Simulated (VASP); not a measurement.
# C in VASP: relaxation of the atoms with PBEsol

Aim: the relaxation of the atoms of C with PBEsol.

All numbers are computed with VASP 6.6.1; they aren't measurements. Logs are shortened: lines on timing, memory, paths and dates and some standing lists are left out, and cuts for length are marked.

## (1) The cell of the first run

The cell holds a slab with vacuum, 8 atoms: a = 2.459 Å, b = 2.459 Å, c = 26.074 Å, α = 90.00°, β = 90.00°, γ = 120.00°.

## (2) Relaxation of the atoms, PBEsol

Contents of INCAR:

```
SYSTEM = C
ALGO = Normal
DIPOL = 0.5 0.5 0.500
EDIFF = 1E-6
EDIFFG = -0.02
ENCUT = 520
GGA = PS
IBRION = 2
IDIPOL = 3
ISIF = 2
ISMEAR = 0
KPAR = 2
LASPH = .True.
LCHARG = .False.
LDIPOL = .True.
LREAL = .False.
LWAVE = .False.
NELM = 60
NSW = 80
PREC = Accurate
SIGMA = 0.05
```

Contents of KPOINTS:

```
k-points
0
Gamma
  12 12 1
  0 0 0
```

Contents of POSCAR:

```
C
1.0
    2.4588524064      0.0000000000      0.0000000000
   -1.2294262032      2.1294003736      0.0000000000
    0.0000000000      0.0000000000     26.0739650403
C
8
Direct
    0.6666962522      0.3333925044      0.2876432483
    0.3333037478      0.6666074956      0.2876432483
    0.1666962522      0.3333925044      0.4292144161
    0.8333037478      0.6666074956      0.4292144161
    0.6666962522      0.3333925044      0.5707855839
    0.3333037478      0.6666074956      0.5707855839
    0.1666962522      0.3333925044      0.7123567517
    0.8333037478      0.6666074956      0.7123567517
```

Potentials or basis: VASP PAW PBE potentials, release 64 (C).

On the command line:

```
cat potpaw_PBE.64/C/POTCAR > POTCAR
mpirun -np 2 vasp_std > vasp.out
```

OUTCAR:

```text
SYSTEM = C
   EDIFF = 1E-6
   EDIFFG = -0.02
   ENCUT = 520
   GGA = PS
   IBRION = 2
   ISIF = 2
   ISMEAR = 0
   LASPH = .True.
   LREAL = .False.
   NELM = 60
   NSW = 80
   PREC = Accurate

 ion  position               nearest neighbor table
   1  0.667  0.333  0.288-   2 1.42   2 1.42   2 1.42
   2  0.333  0.667  0.288-   1 1.42   1 1.42   1 1.42
   3  0.167  0.333  0.429-   4 1.42   4 1.42   4 1.42
   4  0.833  0.667  0.429-   3 1.42   3 1.42   3 1.42
   5  0.667  0.333  0.571-   6 1.42   6 1.42   6 1.42
   6  0.333  0.667  0.571-   5 1.42   5 1.42   5 1.42
   7  0.167  0.333  0.712-   8 1.42   8 1.42   8 1.42
   8  0.833  0.667  0.712-   7 1.42   7 1.42   7 1.42

  LATTYP: Found a hexagonal cell.
 ALAT       =     2.4588524064
 C/A-ratio  =    10.6041196179

  Lattice vectors:

 A1 = (   2.4588524064,   0.0000000000,   0.0000000000)
 A2 = (  -1.2294262032,   2.1294003736,   0.0000000000)
 A3 = (   0.0000000000,   0.0000000000,  26.0739650403)

Analysis of symmetry for initial positions (statically):
=====================================================================
 Subroutine PRICEL returns:
 Original cell was already a primitive cell.

 Routine SETGRP: Setting up the symmetry group for a
 hexagonal supercell.

 Subroutine GETGRP returns: Found  8 space group operations
 (whereof  4 operations were pure point group operations)
 out of a pool of 24 trial point group operations.

The static configuration has the point symmetry C_2v.
 The point group associated with its full space group is D_2h.

Analysis of symmetry for dynamics (positions and initial velocities):
=====================================================================
 Subroutine PRICEL returns:
 Original cell was already a primitive cell.

 Routine SETGRP: Setting up the symmetry group for a
 hexagonal supercell.

 Subroutine GETGRP returns: Found  8 space group operations
 (whereof  4 operations were pure point group operations)
 out of a pool of 24 trial point group operations.

The dynamic configuration has the point symmetry C_2v.
 The point group associated with its full space group is D_2h.

 Subroutine INISYM returns: Found  8 space group operations
 (whereof  4 operations are pure point group operations),
 and found     1 'primitive' translations

----------------------------------------------------------------------------------------

                                     Primitive cell

[... 117 lines left out ...]
   ISMEAR =     0;   SIGMA  =   0.05  broadening in eV -4-tet -1-fermi 0-gaus
   EFERMI_NEDOS =   21; number of points for ismear=-14 and -15
   IALGO  =     38    algorithm
   IMIX   =      4    mixing-type and parameters
     AMIX     =   0.40;   BMIX     =  1.00
     AMIX_MAG =   1.60;   BMIX_MAG =  1.00
  volume/ion in A,a.u.               =      17.07       115.16
  Fermi-wavevector in a.u.,A,eV,Ry     =   1.009390  1.907471 13.862556  1.018869
  Thomas-Fermi vector in A             =   2.142316
   LORBIT       =      0    0 simple, 1 ext, 2 COOP (PROOUT), +10 PAW based schemes
   GGA     = PS    functional components
   LHFCALC =     F    Hartree Fock is set to
   AEXX    =    0.0000 exact exchange contribution
   IVDW    =     0    specifies the selected vdW correction
   LEPSILON=     F    determine dielectric tensor
   LRPA    =     F    only Hartree local field effects (RPA)
 conjugate gradient relaxation of ions
 non-spin polarized calculation
 Gauss-broadening in eV      SIGMA  =   0.05
  energy-cutoff  :      520.00
  volume of cell :      136.52
 maximum number of plane-waves:      3724
   NGX =  9   NGY =  9   NGZ = 97

 dipolmoment           0.000000      0.000000     -0.000000 electrons x Angstroem

 number of electron      31.9999990 magnetization

 dipolmoment           0.000000      0.000000      0.000000 electrons x Angstroem

 Free energy of the ion-electron system (eV)
  ---------------------------------------------------
  ext. energy  EPLUGINS =         0.00000000
  ---------------------------------------------------
  free energy    TOTEN  =       -77.13736132 eV

  energy without entropy =      -77.13691963  energy(sigma->0) =      -77.13714047

 E-fermi :   0.3159     XC(G=0):  -5.8438

 val. band max:        0.2769717171   @ k =   0.3333   0.3333   0.0000
 cond. band min:       0.3551579192   @ k =   0.3333   0.3333   0.0000
 fundamental gap:      0.0781862021
 Fermi energy:         0.3159160072

 k-point     1 :       0.0000    0.0000    0.0000
  band No.  band energies     occupation
      1     -19.2854      2.00000
      2     -19.2533      2.00000
      3     -19.2096      2.00000
      4     -19.1712      2.00000
      5      -7.8599      2.00000
      6      -7.5817      2.00000
[... 565 lines left out ...]
     20       4.3029      0.00000
     21       8.1701      0.00000

 [... further k-points ...]

------------------------ aborting loop because EDIFF is reached ----------------------------------------

 vacuum level on the upper side and lower side of the slab       (xc-potential included)        -0.129        -0.129

  FORCE on cell =-STRESS in cart. coord.  units (eV):
  Direction    XX          YY          ZZ          XY          YZ          ZX
  --------------------------------------------------------------------------------------
  -------------------------------------------------------------------------------------
  Total        0.5513465      0.4439664     -0.0974566      0.0000000      0.0000000      0.0000000
  in kB        6.4705076      5.2103136     -1.1437340      0.0000000      0.0000000      0.0000000
  external PRESSURE =       3.5123624 kB  Pullay stress =       0.0000000 kB

 VOLUME and BASIS-vectors are now :
 -----------------------------------------------------------------------------
  energy-cutoff  :      520.00
  volume of cell :      136.52
      direct lattice vectors                 reciprocal lattice vectors
     2.458852406  0.000000000  0.000000000     0.406693788  0.234807886  0.000000000
    -1.229426203  2.129400374  0.000000000     0.000000000  0.469615772  0.000000000
     0.000000000  0.000000000 26.073965040     0.000000000  0.000000000  0.038352433

 POSITION                                       TOTAL-FORCE (eV/Angst)
 -----------------------------------------------------------------------------------
      1.22943      0.70993      7.50000         0.000000     -0.012152      0.003442
      0.00000      1.41947      7.50000         0.000000      0.012152      0.003442
     -0.00000      0.70993     11.19132        -0.000000     -0.010547     -0.002435
      1.22943      1.41947     11.19132         0.000000      0.010547     -0.002435
      1.22943      0.70993     14.88264        -0.000000     -0.010547      0.002435
      0.00000      1.41947     14.88264         0.000000      0.010547      0.002435
     -0.00000      0.70993     18.57397         0.000000     -0.012152     -0.003442
      1.22943      1.41947     18.57397         0.000000      0.012152     -0.003442
 -----------------------------------------------------------------------------------
    total drift:                                0.000000      0.000000     -0.000000

  FREE ENERGIE OF THE ION-ELECTRON SYSTEM (eV)
  ---------------------------------------------------
  free  energy   TOTEN  =       -77.1373613172 eV

  energy  without entropy=      -77.1369196290  energy(sigma->0) =      -77.13714047

 reached required accuracy - stopping structural energy minimisation

 vacuum level on the upper side and lower side of the slab         4.557         4.557
```

OSZICAR:

```text
N       E                     dE             d eps       ncg     rms          rms(c)
DAV:   1     0.218433027277E+03    0.21843E+03   -0.14706E+04  1806   0.129E+03
DAV:   2    -0.591850738503E+02   -0.27762E+03   -0.26497E+03  2650   0.290E+02
DAV:   3    -0.815241674928E+02   -0.22339E+02   -0.21835E+02  2099   0.886E+01
[... 13 lines left out ...]
DAV:  17    -0.771373341931E+02   -0.11945E-03   -0.98395E-06  1771   0.104E-02    0.261E-03
DAV:  18    -0.771373521408E+02   -0.17948E-04   -0.67616E-07  1634   0.378E-03    0.126E-03
DAV:  19    -0.771373597718E+02   -0.76311E-05   -0.29019E-07  1353   0.211E-03    0.634E-04
DAV:  20    -0.771373608891E+02   -0.11173E-05   -0.41103E-08  1448   0.969E-04    0.105E-04
DAV:  21    -0.771373613172E+02   -0.42807E-06   -0.15153E-08  1313   0.535E-04
   1 F= -.77137361E+02 E0= -.77137140E+02  d E =-.771374E+02
```

CONTCAR:

```text
C
   1.00000000000000
     2.4588524064000001    0.0000000000000000    0.0000000000000000
    -1.2294262032000001    2.1294003735999998    0.0000000000000000
     0.0000000000000000    0.0000000000000000   26.0739650402999992
  C
     8
Direct
     0.6666962521999977    0.3333925044000026    0.2876432483000002
     0.3333037478000023    0.6666074955999974    0.2876432483000002
     0.1666962521999977    0.3333925044000026    0.4292144161000024
     0.8333037478000023    0.6666074955999974    0.4292144161000024
     0.6666962521999977    0.3333925044000026    0.5707855838999976
     0.3333037478000023    0.6666074955999974    0.5707855838999976
     0.1666962521999977    0.3333925044000026    0.7123567516999998
     0.8333037478000023    0.6666074955999974    0.7123567516999998

  0.00000000E+00  0.00000000E+00  0.00000000E+00
  0.00000000E+00  0.00000000E+00  0.00000000E+00
  0.00000000E+00  0.00000000E+00  0.00000000E+00
  0.00000000E+00  0.00000000E+00  0.00000000E+00
  0.00000000E+00  0.00000000E+00  0.00000000E+00
  0.00000000E+00  0.00000000E+00  0.00000000E+00
  0.00000000E+00  0.00000000E+00  0.00000000E+00
  0.00000000E+00  0.00000000E+00  0.00000000E+00
```

It took 84 s on 2 MPI ranks of AMD EPYC 7R13 (Zen 3), shared host; peak memory 0.25 GiB.

What came out:

| Quantity | Value |
| --- | --- |
| Free energy | -77.1374 eV |
| Largest force after relaxing | 0.013 eV/Å |

Forces in eV/Å, atoms in the order of the input:
```
C    0.000 -0.012  0.003
C    0.000  0.012  0.003
C    0.000 -0.011 -0.002
C    0.000  0.011 -0.002
C    0.000 -0.011  0.002
C    0.000  0.011  0.002
C    0.000 -0.012 -0.003
C    0.000  0.012 -0.003
```

Final structure:
```yaml
crystal:
  lattice:
    - [2.45885, 0.00000, 0.00000]
    - [-1.22943, 2.12940, 0.00000]
    - [0.00000, 0.00000, 26.07397]
  atoms:
    - { symbol: C, position: [0.66670, 0.33339, 0.28764] }
    - { symbol: C, position: [0.33330, 0.66661, 0.28764] }
    - { symbol: C, position: [0.16670, 0.33339, 0.42921] }
    - { symbol: C, position: [0.83330, 0.66661, 0.42921] }
    - { symbol: C, position: [0.66670, 0.33339, 0.57079] }
    - { symbol: C, position: [0.33330, 0.66661, 0.57079] }
    - { symbol: C, position: [0.16670, 0.33339, 0.71236] }
    - { symbol: C, position: [0.83330, 0.66661, 0.71236] }
```

Caveat: the relaxation stopped at its first step, so nothing moved; the PAW data sets were made with another functional, which shifts forces and pressure a little.
